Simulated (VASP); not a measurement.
# NaI (I4/mmm) in VASP: notebook

NaI is run at these levels: PBE, r2SCAN; tasks: single point.

All numbers are computed with VASP 6.6.1; they aren't measurements. Logs are shortened: lines on timing, memory, paths and dates and some standing lists are left out, and cuts for length are marked.

## 1. The cell of the first run

Symmetry: I4/mmm, No. 139, tetragonal system. The conventional cell has a = 4.440 Å, b = 4.440 Å, c = 6.549 Å, α = 90.00°, β = 90.00°, γ = 90.00°. Na (site symmetry 4/mmm) has 6 I at 3.14 to 3.27 Å within 4.1 Å. I (site symmetry 4/mmm) has 6 Na at 3.14 to 3.27 Å within 4.1 Å.

## 2. Single point, PBE (epitaxial xy strain -2.8%)

File INCAR:

```
SYSTEM = NaI
  PREC = Accurate
  ENCUT = 520
  EDIFF = 1E-6
  ISMEAR = -1
  SIGMA = 0.02
  LREAL = .False.
  LASPH = .True.
  NELM = 80
  ALGO = Normal
  ISIF = 2
  LWAVE = .False.
  LCHARG = .False.
  GGA = PE
  NBANDS = 14
```

File KPOINTS:

```
Automatic mesh
0
Gamma
  8 8 8
  0 0 0
```

File POSCAR:

```
NaI
1.0
    0.0000000000      3.1398446171      3.2745201165
    3.1398446171      0.0000000000      3.2745201165
    3.1398446171      3.1398446171      0.0000000000
Na I
1 1
Direct
    0.0000000000      0.0000000000      0.0000000000
    0.5000000000      0.5000000000      0.5000000000
```

Potentials or basis: VASP PAW PBE potentials, release 64 (Na_pv, I).

Started as:

```
$ cat potpaw_PBE.64/Na_pv/POTCAR potpaw_PBE.64/I/POTCAR > POTCAR
$ mpirun -np 1 vasp_std > vasp.out
```

OUTCAR:

```text
SYSTEM = NaI
   PREC = Accurate
   ENCUT = 520
   EDIFF = 1E-6
   ISMEAR = -1
   LREAL = .False.
   LASPH = .True.
   NELM = 80
   ISIF = 2
   GGA = PE

 ion  position               nearest neighbor table
   1  0.000  0.000  0.000-   2 3.14   2 3.14   2 3.14   2 3.14
   2  0.500  0.500  0.500-   1 3.14   1 3.14   1 3.14   1 3.14

  LATTYP: Found a body centered tetragonal cell.
 ALAT       =     4.4404108412
 C/A-ratio  =     1.4748725889

  Lattice vectors:

 A1 = (  -3.1398446171,   0.0000000000,   3.2745201165)
 A2 = (   3.1398446171,   0.0000000000,   3.2745201165)
 A3 = (   0.0000000000,   3.1398446171,  -3.2745201165)

Analysis of symmetry for initial positions (statically):
=====================================================================
 Subroutine PRICEL returns:
 Original cell was already a primitive cell.

 Routine SETGRP: Setting up the symmetry group for a
 body centered tetragonal supercell.

 Subroutine GETGRP returns: Found 16 space group operations
 (whereof 16 operations were pure point group operations)
 out of a pool of 16 trial point group operations.

The static configuration has the point symmetry D_4h.

Analysis of symmetry for dynamics (positions and initial velocities):
=====================================================================
 Subroutine PRICEL returns:
 Original cell was already a primitive cell.

 Routine SETGRP: Setting up the symmetry group for a
 body centered tetragonal supercell.

 Subroutine GETGRP returns: Found 16 space group operations
 (whereof 16 operations were pure point group operations)
 out of a pool of 16 trial point group operations.

The dynamic configuration has the point symmetry D_4h.

 Subroutine INISYM returns: Found 16 space group operations
 (whereof 16 operations are pure point group operations),
 and found     1 'primitive' translations

----------------------------------------------------------------------------------------

                                     Primitive cell

  volume of cell :      64.5645

  direct lattice vectors                    reciprocal lattice vectors
     0.000000000  3.139844617  3.274520117    -0.159243549  0.159243549  0.152694130
     3.139844617  0.000000000  3.274520117     0.159243549 -0.159243549  0.152694130
     3.139844617  3.139844617  0.000000000     0.159243549  0.159243549 -0.152694130

  length of vectors
     4.536640410  4.536640410  4.440410841     0.272089164  0.272089164  0.272089164

  position of ions in fractional coordinates (direct lattice)
     0.000000000  0.000000000  0.000000000
     0.500000000  0.500000000  0.500000000

  ion indices of the primitive-cell ions
   primitive index   ion index
                 1           1
                 2           2

----------------------------------------------------------------------------------------

 KPOINTS: Automatic mesh

Automatic generation of k-mesh.
 Grid dimensions read from file:
 generate k-points for:    8    8    8

 Generating k-lattice:

  Cartesian coordinates                     Fractional coordinates (reciprocal lattice)
    -0.019905444  0.019905444  0.019086766     0.125000000  0.000000000  0.000000000
     0.019905444 -0.019905444  0.019086766     0.000000000  0.125000000  0.000000000
     0.019905444  0.019905444 -0.019086766     0.000000000  0.000000000  0.125000000

  Length of vectors
     0.034011145  0.034011145  0.034011145

  Shift w.r.t. Gamma in fractional coordinates (k-lattice)
     0.000000000  0.000000000  0.000000000

 Subroutine IBZKPT returns following result:
 ===========================================

 Found     59 irreducible k-points:

 Following reciprocal coordinates:
            Coordinates               Weight
  0.000000  0.000000  0.000000      1.000000
  0.125000  0.000000  0.000000      8.000000
  0.250000  0.000000  0.000000      8.000000
  0.375000  0.000000  0.000000      8.000000
  0.500000  0.000000  0.000000      4.000000
  0.125000  0.125000  0.000000      2.000000
[... 16 lines left out ...]
  0.250000  0.000000  0.125000     16.000000
  0.375000  0.000000  0.125000     16.000000
 [... further k-points ...]
   k-points           NKPTS =     59   k-points in BZ     NKDIM =     59   number of bands    NBANDS=     14
   number of dos      NEDOS =    301   number of ions     NIONS =      2
   total plane-waves  NPLWV =  46656
   dimension x,y,z NGX =    36 NGY =   36 NGZ =   36
   dimension x,y,z NGXF=    72 NGYF=   72 NGZF=   72
   ions per type =               1   1
   NGX,Y,Z   is equivalent  to a cutoff of  13.19, 13.19, 13.48 a.u.
   NGXF,Y,Z  is equivalent  to a cutoff of  26.38, 26.38, 26.96 a.u.
 SYSTEM =  NaI
   PREC   = accura    normal or accurate (medium, high low for compatibility)
   ISTART =      0    job   : 0-new  1-cont  2-samecut
   ICHARG =      2    charge: 1-file 2-atom 10-const
   ISPIN  =      1    spin polarized calculation?
   LNONCOLLINEAR =      F non collinear calculations
   LSORBIT =      F    spin-orbit coupling
   LASPH  =      T    aspherical Exc in radial PAW
   ENCUT  =  520.0 eV  38.22 Ry    6.18 a.u.   8.44  8.44  8.26*2*pi/ulx,y,z
   NELM   =     80;   NELMIN=  2; NELMDL= -5     # of ELM steps
   EDIFF  = 0.1E-05   stopping-criterion for ELM
   LREAL  =      F    real-space projection
   EDIFFG = 0.1E-04   stopping-criterion for IOM
   NSW    =      0    number of steps for IOM
   IBRION =     -1    ionic relax: 0-MD 1-quasi-New 2-CG
   NFREE  =      0    steps in history (QN), initial steepest desc. (CG)
   ISIF   =      2    stress and relaxation
   ISYM   =      2    0-nonsym 1-usesym 2-fastsym
   POTIM  = 0.5000    time-step for ionic-motion
   TEBEG  =    0.0;   TEEND  =   0.0 temperature during run
   PSTRESS=    0.0 pullay stress
   NELECT =      14.0000    total number of electrons
   NUPDOWN=      -1.0000    fix difference up-down
   EMIN   =  10.00;   EMAX   =-10.00  energy-range for DOS
   EFERMI =   0.00;   METHOD = LEGACY
   ISMEAR =    -1;   SIGMA  =   0.02  broadening in eV -4-tet -1-fermi 0-gaus
   EFERMI_NEDOS =   21; number of points for ismear=-14 and -15
   IALGO  =     38    algorithm
   IMIX   =      4    mixing-type and parameters
     AMIX     =   0.40;   BMIX     =  1.00
     AMIX_MAG =   1.60;   BMIX_MAG =  1.00
  volume/ion in A,a.u.               =      32.28       217.85
  Fermi-wavevector in a.u.,A,eV,Ry     =   0.983527  1.858596 13.161254  0.967325
  Thomas-Fermi vector in A             =   2.114691
   LORBIT       =      0    0 simple, 1 ext, 2 COOP (PROOUT), +10 PAW based schemes
   GGA     = PE    functional components
   LHFCALC =     F    Hartree Fock is set to
   AEXX    =    0.0000 exact exchange contribution
   IVDW    =     0    specifies the selected vdW correction
   LEPSILON=     F    determine dielectric tensor
   LRPA    =     F    only Hartree local field effects (RPA)
 non-spin polarized calculation
  energy-cutoff  :      520.00
  volume of cell :       64.56
 maximum number of plane-waves:      1765
 NGX is ok and might be reduce to    36
   NGX = 17   NGY = 17   NGZ = 17

 number of electron      14.0000008 magnetization

 Free energy of the ion-electron system (eV)
  ---------------------------------------------------
  ext. energy  EPLUGINS =         0.00000000
  ---------------------------------------------------
  free energy    TOTEN  =        -5.35956664 eV

  energy without entropy =       -5.35956664  energy(sigma->0) =       -5.35956664

 E-fermi :   1.5826     XC(G=0):  -7.9012

 val. band max:        1.1820249804   @ k =   0.0000   0.0000   0.0000
 cond. band min:       4.9357437955   @ k =   0.0000   0.0000   0.0000
 fundamental gap:      3.7537188151
 Fermi energy:         1.5826177152

 k-point     1 :       0.0000    0.0000    0.0000
  band No.  band energies     occupation
      1     -21.2304      2.00000
      2     -21.2276      2.00000
      3     -21.2276      2.00000
      4      -9.9952      2.00000
      5       1.1415      2.00000
      6       1.1415      2.00000
      7       1.1820      2.00000
      8       4.9357      0.00000
      9       8.9014      0.00000
     10       9.1873      0.00000
     11       9.1873      0.00000
     12      10.7315      0.00000
     13      11.2274      0.00000
     14      11.6320      0.00000

 k-point     2 :       0.1250    0.0000    0.0000
  band No.  band energies     occupation
      1     -21.2308      2.00000
      2     -21.2283      2.00000
      3     -21.2276      2.00000
      4      -9.9456      2.00000
      5       0.6545      2.00000
      6       1.1010      2.00000
      7       1.1112      2.00000
      8       5.4770      0.00000
      9       8.7179      0.00000
     10       9.1479      0.00000
     11       9.3612      0.00000
     12      10.3752      0.00000
     13      10.7497      0.00000
     14      12.2309      0.00000

 k-point     3 :       0.2500    0.0000    0.0000
  band No.  band energies     occupation
      1     -21.2324      2.00000
      2     -21.2294      2.00000
      3     -21.2276      2.00000
      4      -9.8209      2.00000
      5      -0.2421      2.00000
      6       0.9756      2.00000
      7       1.0074      2.00000
      8       6.2058      0.00000
      9       8.7503      0.00000
     10       9.0087      0.00000
     11       9.3404      0.00000
     12      10.7326      0.00000
     13      10.8239      0.00000
     14      11.7689      0.00000
[... 324 lines left out ...]
 k-point    23 :       0.2500    0.0000    0.1250
  band No.  band energies     occupation
      1     -21.2316      2.00000
      2     -21.2297      2.00000
      3     -21.2280      2.00000
      4      -9.8265      2.00000
      5      -0.0373      2.00000
      6       0.8574      2.00000
      7       0.9163      2.00000
      8       6.4082      0.00000
      9       8.0985      0.00000
     10       9.0077      0.00000
     11       9.5908      0.00000
     12      10.2241      0.00000
     13      11.3114      0.00000
     14      12.7797      0.00000

 k-point    24 :       0.3750    0.0000    0.1250
  band No.  band energies     occupation
      1     -21.2336      2.00000
      2     -21.2303      2.00000
      3     -21.2281      2.00000
      4      -9.6970      2.00000
      5      -0.7264      2.00000
      6       0.7468      2.00000
      7       0.7582      2.00000
      8       6.6824      0.00000
      9       8.3888      0.00000
     10       8.7964      0.00000
     11       9.2495      0.00000
     12      11.3708      0.00000
     13      12.4275      0.00000
     14      12.5005      0.00000

 [... further k-points ...]
[... 5 lines left out ...]
  --------------------------------------------------------------------------------------
  -------------------------------------------------------------------------------------
  Total        0.7674771      0.7674771      0.2332671      0.0000000      0.0000000     -0.0000000
  in kB       19.0450476     19.0450476      5.7885530      0.0000000      0.0000000     -0.0000000
  external PRESSURE =      14.6262161 kB  Pullay stress =       0.0000000 kB

 VOLUME and BASIS-vectors are now :
 -----------------------------------------------------------------------------
  energy-cutoff  :      520.00
  volume of cell :       64.56
      direct lattice vectors                 reciprocal lattice vectors
     0.000000000  3.139844617  3.274520117    -0.159243549  0.159243549  0.152694130
     3.139844617  0.000000000  3.274520117     0.159243549 -0.159243549  0.152694130
     3.139844617  3.139844617  0.000000000     0.159243549  0.159243549 -0.152694130

 POSITION                                       TOTAL-FORCE (eV/Angst)
 -----------------------------------------------------------------------------------
      0.00000      0.00000      0.00000         0.000000      0.000000      0.000000
      3.13984      3.13984      3.27452        -0.000000     -0.000000      0.000000
 -----------------------------------------------------------------------------------
    total drift:                                0.000000      0.000000      0.000000

  FREE ENERGIE OF THE ION-ELECTRON SYSTEM (eV)
  ---------------------------------------------------
  free  energy   TOTEN  =        -5.3595666396 eV

  energy  without entropy=       -5.3595666395  energy(sigma->0) =       -5.35956664
```

Wall time 45 s (1 thread of Intel Xeon Platinum 8488C (Sapphire Rapids), shared host); peak memory 0.23 GiB.

What came out:

| Item | Value |
| --- | --- |
| Free energy | -5.3596 eV |
| Pressure | 1.5 GPa |
| Band gap on the k mesh | 3.75 eV, direct |

Levels at points of the mesh, in eV from the valence-band top:
```csv
k point,band 3,band 4,band 5,band 6,band 7,band 8,band 9,band 10,band 11,band 12
"(0.00, 0.00, 0.00)",-22.41,-11.18,-0.04,-0.04,0.00,3.75,7.72,8.01,8.01,9.55
"(0.50, 0.00, 0.00)",-22.41,-10.81,-2.39,-0.38,-0.30,5.07,7.31,7.63,9.07,10.40
"(0.50, 0.50, 0.00)",-22.41,-10.76,-2.10,-0.76,-0.76,4.56,5.51,9.96,11.70,11.70
"(0.50, 0.00, 0.50)",-22.41,-10.71,-2.09,-0.96,-0.79,4.49,5.41,10.25,11.16,11.66
```

Caveat: the cell differs from its parent crystal (epitaxial xy strain -2.8%); spin-orbit coupling is left out, which moves the levels of the heavy elements.

## 3. Single point, r2SCAN (epitaxial xy strain -2.8%)

POSCAR is that of step 2.

File INCAR.step1:

```
SYSTEM = NaI
PREC = Accurate ; ENCUT = 520
ISMEAR = 0 ; SIGMA = 0.01
LREAL = .False. ; LASPH = .True.
NELM = 60 ; NBANDS = 14
GGA = PE ; ALGO = Normal
EDIFF = 1E-4 ; LWAVE = .True.
LCHARG = .False.
```

File INCAR.step2:

```
SYSTEM = NaI
PREC = Accurate ; ENCUT = 520
EDIFF = 1E-7 ; ISMEAR = 0
SIGMA = 0.01 ; LREAL = .False.
LASPH = .True. ; NELM = 60
ALGO = Normal ; ISIF = 2
LWAVE = .False. ; LCHARG = .True.
METAGGA = R2SCAN ; LMIXTAU = .True.
LELF = .True. ; LVHAR = .True.
NBANDS = 14 ; ISTART = 1
```

KPOINTS is that of step 2.

Potentials or basis: VASP PAW PBE potentials, release 64 (Na_pv, I).

Started as:

```
$ cat potpaw_PBE.64/Na_pv/POTCAR potpaw_PBE.64/I/POTCAR > POTCAR
$ cp INCAR.step1 INCAR
$ mpirun -np 1 vasp_std > vasp.out
$ cp INCAR.step2 INCAR
$ mpirun -np 1 vasp_std > vasp.out
```

Run time: 4.5 min. Hardware: 1 thread of Intel Xeon Platinum 8488C (Sapphire Rapids), shared host; peak memory 0.24 GiB.

The run converged. Its results:

- Free energy: -31.0731 eV
- Pressure: 0.8 GPa
- Band gap on the k mesh: 4.57 eV, direct

Stress tensor (GPa, compression positive):
```
 1.26  0.00  0.00
 0.00  1.26  0.00
 0.00  0.00 -0.10
```

Levels at points of the mesh, in eV from the valence-band top:
| k point | band 5 | band 6 | band 7 | band 8 | band 9 | band 10 |
| --- | --- | --- | --- | --- | --- | --- |
| (0.00, 0.00, 0.00) | -0.04 | -0.04 | 0.00 | 4.57 | 8.26 | 8.55 |
| (0.50, 0.00, 0.00) | -2.39 | -0.40 | -0.31 | 5.68 | 7.93 | 8.27 |
| (0.50, 0.50, 0.00) | -2.13 | -0.78 | -0.78 | 5.30 | 5.99 | 10.84 |
| (0.50, 0.00, 0.50) | -2.12 | -0.98 | -0.80 | 5.22 | 5.88 | 11.13 |

Caveat: the cell differs from its parent crystal (epitaxial xy strain -2.8%); the PAW data sets were made with another functional, which shifts forces and pressure a little; spin-orbit coupling is left out, which moves the levels of the heavy elements.
